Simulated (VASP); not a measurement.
# MgO (Fm-3m) in VASP: further runs, part 2 of 2

VASP 6.6.1. The steps go on from the part before.

## 3. Single point, r2SCAN

This run uses another cell than the first one, of 9.22 Å³/atom, 1.020 times its volume.

POSCAR

```
MgO
1.0
    0.0000000000      2.0970013927      2.0970013927
    2.0970013927      0.0000000000      2.0970013927
    2.0970013927      2.0970013927      0.0000000000
Mg O
1 1
Direct
    0.0000000000      0.0000000000      0.0000000000
    0.5000000000      0.5000000000      0.5000000000
```

INCAR.step1

```
SYSTEM = MgO
PREC     = Accurate       ! precision mode
ENCUT    = 520            ! plane-wave cutoff, eV
ISMEAR   = -1             ! smearing method
SIGMA    = 0.05           ! smearing width, eV
LREAL    = .FALSE.        ! projectors in reciprocal space
LASPH    = .TRUE.         ! aspherical terms in the spheres
NELM     = 60             ! most SCF steps
NBANDS   = 11             ! bands
GGA      = PE             ! functional
ALGO     = Normal         ! electronic algorithm
EDIFF    = 1E-4           ! SCF threshold, eV
LWAVE    = .TRUE.         ! write WAVECAR
LCHARG   = .FALSE.        ! write CHGCAR
```

INCAR.step2

```
SYSTEM = MgO
PREC     = Accurate       ! precision mode
ENCUT    = 520            ! plane-wave cutoff, eV
EDIFF    = 1E-6           ! SCF threshold, eV
ISMEAR   = -1             ! smearing method
SIGMA    = 0.05           ! smearing width, eV
LREAL    = .FALSE.        ! projectors in reciprocal space
LASPH    = .TRUE.         ! aspherical terms in the spheres
NELM     = 60             ! most SCF steps
ALGO     = Normal         ! electronic algorithm
ISIF     = 2              ! what is computed and relaxed
LWAVE    = .FALSE.        ! write WAVECAR
LCHARG   = .TRUE.         ! write CHGCAR
METAGGA  = R2SCAN         ! meta-GGA
LMIXTAU  = .TRUE.       
LELF     = .TRUE.         ! ELF
LVHAR    = .TRUE.       
NBANDS   = 11             ! bands
ISTART   = 1
```

KPOINTS

```
regular mesh
0
G
  11 11 11
  0 0 0
```

Potentials or basis: VASP PAW PBE potentials, release 64 (Mg, O).

Started as:

```bash
$ cat potpaw_PBE.64/Mg/POTCAR potpaw_PBE.64/O/POTCAR > POTCAR
$ cp INCAR.step1 INCAR
$ mpirun -np 1 vasp_std > vasp.out
$ cp INCAR.step2 INCAR
$ mpirun -np 1 vasp_std > vasp.out
```

OUTCAR:

```text
SYSTEM = MgO
   PREC = Accurate
   ENCUT = 520
   EDIFF = 1E-6
   ISMEAR = -1
   LREAL = .FALSE.
   LASPH = .TRUE.
   NELM = 60
   ISIF = 2
   METAGGA = R2SCAN
   ISTART = 1

 ion  position               nearest neighbor table
   1  0.000  0.000  0.000-   2 2.10   2 2.10   2 2.10   2 2.10   2 2.10   2 2.10
   2  0.500  0.500  0.500-   1 2.10   1 2.10   1 2.10   1 2.10   1 2.10   1 2.10

  LATTYP: Found a face centered cubic cell.
 ALAT       =     4.1940027854

  Lattice vectors:

 A1 = (   0.0000000000,   2.0970013927,   2.0970013927)
 A2 = (   2.0970013927,   0.0000000000,   2.0970013927)
 A3 = (   2.0970013927,   2.0970013927,   0.0000000000)

Analysis of symmetry for initial positions (statically):
=====================================================================
 Subroutine PRICEL returns:
 Original cell was already a primitive cell.

 Routine SETGRP: Setting up the symmetry group for a
 face centered cubic supercell.

 Subroutine GETGRP returns: Found 48 space group operations
 (whereof 48 operations were pure point group operations)
[... 172 lines left out ...]
  band No.  band energies     occupation
      1     -15.3959      2.00000
      2       2.8711      2.00000
      3       2.8711      2.00000
      4       2.8711      2.00000
      5       8.6066      0.00000
      6      19.7805      0.00000
      7      19.7805      0.00000
      8      19.7805      0.00000
      9      23.9631      0.00000
     10      25.7446      0.00000
     11      25.7446      0.00000
[... 309 lines left out ...]
 k-point    24 :      -0.1818    0.1818    0.0000
  band No.  band energies     occupation
      1     -14.6121      2.00000
      2       0.0045      2.00000
      3       1.7365      2.00000
      4       2.4761      2.00000
      5      11.9640      0.00000
      6      16.0107      0.00000
      7      19.6543      0.00000
      8      22.0839      0.00000
      9      22.2331      0.00000
     10      25.6428      0.00000
     11      29.1679      0.00000

 [... further k-points ...]

------------------------ aborting loop because EDIFF is reached ----------------------------------------

  FORCE on cell =-STRESS in cart. coord.  units (eV):
  Direction    XX          YY          ZZ          XY          YZ          ZX
  --------------------------------------------------------------------------------------
  -------------------------------------------------------------------------------------
  Total        0.0125189      0.0125189      0.0125189      0.0000000      0.0000000     -0.0000000
  in kB        1.0875572      1.0875572      1.0875572      0.0000000      0.0000000     -0.0000000
  external PRESSURE =       1.0875572 kB  Pullay stress =       0.0000000 kB

 VOLUME and BASIS-vectors are now :
 -----------------------------------------------------------------------------
  energy-cutoff  :      520.00
  volume of cell :       18.44
      direct lattice vectors                 reciprocal lattice vectors
     0.000000000  2.097001393  2.097001393    -0.238435702  0.238435702  0.238435702
     2.097001393  0.000000000  2.097001393     0.238435702 -0.238435702  0.238435702
     2.097001393  2.097001393  0.000000000     0.238435702  0.238435702 -0.238435702

 POSITION                                       TOTAL-FORCE (eV/Angst)
 -----------------------------------------------------------------------------------
      0.00000      0.00000      0.00000         0.000000      0.000000     -0.000000
      2.09700      2.09700      2.09700        -0.000000     -0.000000      0.000000
 -----------------------------------------------------------------------------------
    total drift:                               -0.000000     -0.000000      0.000000

  FREE ENERGIE OF THE ION-ELECTRON SYSTEM (eV)
  ---------------------------------------------------
  free  energy   TOTEN  =       -16.1613586790 eV

  energy  without entropy=      -16.1613586790  energy(sigma->0) =      -16.16135868
```

OUTCAR.step1:

```text
SYSTEM = MgO
   PREC = Accurate
   ENCUT = 520
   ISMEAR = -1
   LREAL = .FALSE.
   LASPH = .TRUE.
[... 557 lines left out ...]
      0.00000      0.00000      0.00000        -0.000000     -0.000000      0.000000
      2.09700      2.09700      2.09700         0.000000      0.000000      0.000000
 -----------------------------------------------------------------------------------
    total drift:                               -0.000000     -0.000000      0.000000

  FREE ENERGIE OF THE ION-ELECTRON SYSTEM (eV)
  ---------------------------------------------------
  free  energy   TOTEN  =       -11.8976896544 eV

  energy  without entropy=      -11.8976896544  energy(sigma->0) =      -11.89768965
```

OSZICAR.step1:

```text
N       E                     dE             d eps       ncg     rms          rms(c)
DAV:   1     0.132695660694E+02    0.13270E+02   -0.46555E+03  1392   0.651E+02
DAV:   2    -0.128753213555E+02   -0.26145E+02   -0.25500E+02  1427   0.133E+02
DAV:   3    -0.134593220007E+02   -0.58400E+00   -0.58366E+00  1483   0.173E+01
DAV:   4    -0.134606909654E+02   -0.13690E-02   -0.13689E-02  1352   0.948E-01
DAV:   5    -0.134606954151E+02   -0.44498E-05   -0.44498E-05  1429   0.525E-02    0.723E+00
DAV:   6    -0.119143359515E+02    0.15464E+01   -0.86964E+00  1280   0.163E+01    0.220E+00
DAV:   7    -0.119030975959E+02    0.11238E-01   -0.50267E-02  1346   0.206E+00    0.134E+00
DAV:   8    -0.118980003207E+02    0.50973E-02   -0.26241E-02  1283   0.183E+00    0.224E-01
DAV:   9    -0.118976841436E+02    0.31618E-03   -0.47877E-04  1412   0.154E-01    0.127E-01
DAV:  10    -0.118976896544E+02   -0.55108E-05   -0.42978E-04  1283   0.155E-01
   1 F= -.11897690E+02 E0= -.11897690E+02  d E =-.455482E-11
```

Wall time 17 s (1 thread of Intel Xeon 6975P-C (Granite Rapids), shared host); peak memory 0.15 GiB.

Results:

| Property | Result |
| --- | --- |
| Free energy | -16.1614 eV |
| Pressure | 0.1 GPa |
| Band gap on the k mesh | 5.74 eV, direct |

Caveat: the PAW data sets were made with another functional, which shifts forces and pressure a little.
